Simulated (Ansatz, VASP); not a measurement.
**Two plane-wave programs on HfB**

POSCAR

```
HfB
1.0
    0.0000000000      2.3100000000      2.3100000000
    2.3100000000      0.0000000000      2.3100000000
    2.3100000000      2.3100000000      0.0000000000
Hf B
1 1
Direct
    0.5000000000      0.5000000000      0.5000000000
    0.0000000000      0.0000000000      0.0000000000
```

Contents of INCAR.step1:

```
SYSTEM = HfB
PREC = Accurate
ENCUT = 520
EDIFF = 1E-5
ISMEAR = -1
SIGMA = 0.1
LREAL = .False.
LASPH = .True.
NELM = 80
ALGO = Normal
ISIF = 2
LWAVE = .True.
LCHARG = .False.
GGA = PE
```

INCAR.step2

```
SYSTEM = HfB
PREC = Accurate
ENCUT = 520
EDIFF = 1E-7
ISMEAR = -1
SIGMA = 0.1
LREAL = .False.
LASPH = .True.
NELM = 80
ALGO = Normal
ISIF = 2
LWAVE = .False.
LCHARG = .False.
GGA = PE
LHFCALC = .True.
AEXX = 0.25
PRECFOCK = Normal
IVDW = 12
ISTART = 1
```

The input KPOINTS:

```
regular mesh
0
Gamma
  5 5 5
  0 0 0
```

input.yaml

```yaml
crystal:
  lattice:
    - [0.0, 2.31, 2.31]
    - [2.31, 0.0, 2.31]
    - [2.31, 2.31, 0.0]
  atoms:
    - { symbol: Hf, position: [0.5, 0.5, 0.5] }
    - { symbol: B, position: [0.0, 0.0, 0.0] }
hamiltonian:
  xc: pbe0
  pseudopotentials: { kind: paw }
  dispersion: d3bj
kpoints:
  mp_grid: { grid: [5, 5, 5] }
scf:
  occupations: { method: fermi_dirac, width: 0.1 }
output:
  forces: true
  stress: true
  eigenvalues: true
```

Alike in both runs: task single point; functional PBE0; dispersion D3(BJ); k mesh 5 × 5 × 5; occupations fermi-dirac, width 0.1 eV; no spin polarisation.

|  | VASP | Ansatz |
| --- | --- | --- |
| version | VASP 6.6.1 | Ansatz 0.2.0 |
| potentials or method | VASP PAW PBE potentials, release 64 (Hf_pv, B) | Ansatz PAW |
| plane-wave cutoff (eV) | 520 | 420 |
| valence electrons in the cell | 13 | 29 |

Ansatz gave:

| Item | Value |
| --- | --- |
| gap on the k mesh at the Fermi level (eV) | none |
| pressure (GPa) | 24.4 |

Problem. What did VASP give for the same quantities?

Solution. gap on the k mesh at the Fermi level (eV): none; pressure (GPa): 22.6.

A gap of «none» marks a metal or a gap that the smearing closes. VASP's potentials hold 13 valence electrons a cell and Ansatz's 29, so a difference there can come from the potentials and not from the codes.

The k mesh is coarse, so the values compare programs but aren't converged. Neither program's run includes spin-orbit coupling.
